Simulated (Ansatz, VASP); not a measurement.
# ZnCu: VASP beside Ansatz

```
Zn Cu
1.0
     3.00276    0.00000    0.00000
     0.00000    3.00276    0.00000
     0.00000    0.00000    3.00276
Zn Cu
1 1
Direct
  0.50000 0.50000 0.50000
  0.00000 0.00000 0.00000
```

Change from the starting cell: volume scaled by 1.06.

Alike in both runs: task single point; functional PBE; k mesh 9 × 9 × 9; occupations fermi-dirac, width 0.05 eV; no spin polarisation.

|  | VASP | Ansatz |
| --- | --- | --- |
| version | VASP 6.6.1 | Ansatz 0.2.0 |
| potentials or method | VASP PAW PBE potentials, release 64 (Zn, Cu), cutoff 520 eV | all-electron LAPW, scalar-relativistic |

Ansatz gave:

* gap on the k mesh at the Fermi level (eV): none
* pressure (GPa): -3.8

Q: Which values does VASP return?

A: gap on the k mesh at the Fermi level (eV): none; pressure (GPa): -2.8.

A gap of «none» marks a metal or a gap that the smearing closes. Ansatz ran all-electron here, and VASP with PAW potentials.
